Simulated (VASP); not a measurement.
Write the native input for VASP 6.6.1 that does the following.

```
Task                   : single point
Functional             : LDA
Potentials or basis    : VASP PAW LDA potentials, release 64 (Ba_sv, Bi_d, Ag, S)
Cutoff                 : 520 eV
k mesh                 : 5 × 5 × 2
Occupations            : gaussian, width 0.0107 eV
Spin                   : no spin polarisation
Dipole correction      : no
Further INCAR settings : ALGO = Normal; EDIFF = 1e-07; NBANDS = 63
```

The structure of Ba2AgBiS lies in POSCAR:

```
Ba2AgBiS
1.0
    4.2089850000      0.0000000000      0.0000000000
    2.1044920000     -7.2668840000      0.0000000000
    0.0000000000      0.0000000000     -9.3528280000
Ba Bi Ag S
4 2 2 2
Direct
    0.3437800000      0.3124400000      0.4378500000
    0.6562200000      0.6875600000      0.9378500000
    0.6562200000      0.6875600000      0.5621500000
    0.3437800000      0.3124400000      0.0621500000
    0.2915200000      0.4169600000      0.7500000000
    0.7084800000      0.5830400000      0.2500000000
    0.0000000000      0.0000000000      0.5000000000
    0.0000000000      0.0000000000      0.0000000000
    0.9190300000      0.1619400000      0.7500000000
    0.0809700000      0.8380600000      0.2500000000
```

One way to write it, as run:

INCAR

```
SYSTEM = Ba2AgBiS
ALGO = Normal
EDIFF = 1E-7
ENCUT = 520
GGA = CA
ISIF = 2
ISMEAR = 0
LASPH = .TRUE.
LCHARG = .TRUE.
LELF = .TRUE.
LREAL = .FALSE.
LVHAR = .TRUE.
LWAVE = .FALSE.
NBANDS = 63
NELM = 80
PREC = Accurate
SIGMA = 0.0107
```

KPOINTS

```
k-points
0
G
  5 5 2
  0 0 0
```

Potentials or basis: VASP PAW LDA potentials, release 64 (Ba_sv, Bi_d, Ag, S).

Command:

```bash
$ cat potpaw_LDA.64/Ba_sv/POTCAR potpaw_LDA.64/Bi_d/POTCAR potpaw_LDA.64/Ag/POTCAR potpaw_LDA.64/S/POTCAR > POTCAR
$ mpirun -np 1 vasp_std > vasp.out
```

It gave:

The pressure is 8.9 GPa and the largest force is 1.736 eV/Å. The band gap on the k mesh is zero (bands 52 and 53 overlap by 0.21 eV).

Caveat: the cell stands under pressure; spin-orbit coupling is left out, which moves the levels of the heavy elements; forces of over 1 eV/Å act on the atoms, so gaps and moduli don't describe the material at rest.

It took 3.4 min on 1 thread of Intel(R) Xeon(R) Platinum 8559C (Emerald Rapids), with other jobs on the host, peak memory 0.47 GiB.
